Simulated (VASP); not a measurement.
Write the native input for VASP 6.6.1 that does the following.

```
Task                   : single point
Functional             : PBE
Dispersion             : D3(BJ)
Potentials or basis    : VASP PAW PBE potentials, release 64 (Sn_d, O)
Cutoff                 : 520 eV
k mesh                 : 12 × 12 × 4
Occupations            : gaussian, width 0.05 eV
Spin                   : no spin polarisation
Dipole correction      : no
Further INCAR settings : ALGO = Normal; EDIFF = 1e-07; NBANDS = 35
```

The structure of SnO2 lies in POSCAR:

```
SnO2
1.0
    3.2115702651      0.0000000000      0.0000000000
   -1.6057851326      2.7813014356      0.0000000000
    0.0000000000      0.0000000000     10.3427560363
Sn O
2 4
Direct
    0.0000000000      0.0000000000      0.5000000000
    0.0000000000      0.0000000000      0.0000000000
    0.6287783823      0.2575567646      0.4241752978
    0.6287783823      0.2575567646      0.1204419404
    0.2954450490      0.5908900980      0.6204419404
    0.2954450490      0.5908900980      0.9241752978
```

This cell differs from its parent crystal: all O atoms moved +0.312 Å, as atom 3 towards its neighbour atom 5 (O) at 2.749 Å.

These files were run (other wordings do the same):

INCAR

```
SYSTEM = SnO2
PREC = Accurate
ENCUT = 520
EDIFF = 1E-7
ISMEAR = 0
SIGMA = 0.05
LREAL = .FALSE.
LASPH = .TRUE.
NELM = 80
ALGO = Normal
ISIF = 2
LWAVE = .FALSE.
LCHARG = .TRUE.
GGA = PE
IVDW = 12
LELF = .TRUE.
LVHAR = .TRUE.
NBANDS = 35
```

KPOINTS

```
regular mesh
0
G
  12 12 4
  0 0 0
```

Potentials or basis: VASP PAW PBE potentials, release 64 (Sn_d, O).

Command:

```bash
$ cat potpaw_PBE.64/Sn_d/POTCAR potpaw_PBE.64/O/POTCAR > POTCAR
$ mpirun -np 1 vasp_std > vasp.out
```

It gave:

```json
{
 "Pressure": "7.6 GPa",
 "Largest force": "7.357 eV/Å",
 "Band gap on the k mesh": "1.60 eV",
 "Dispersion energy per atom": "-0.165 eV"
}
```

Caveat: the cell differs from its parent crystal (all O atoms moved +0.312 Å, as atom 3 towards its neighbour atom 5 (O) at 2.749 Å); the cell stands under pressure; spin-orbit coupling is left out, which moves the levels of the heavy elements; forces of over 1 eV/Å act on the atoms, so gaps and moduli don't describe the material at rest.

It took 11 min on 1 thread of Intel Xeon 8259CL, with other jobs on the host, peak memory 0.51 GiB.
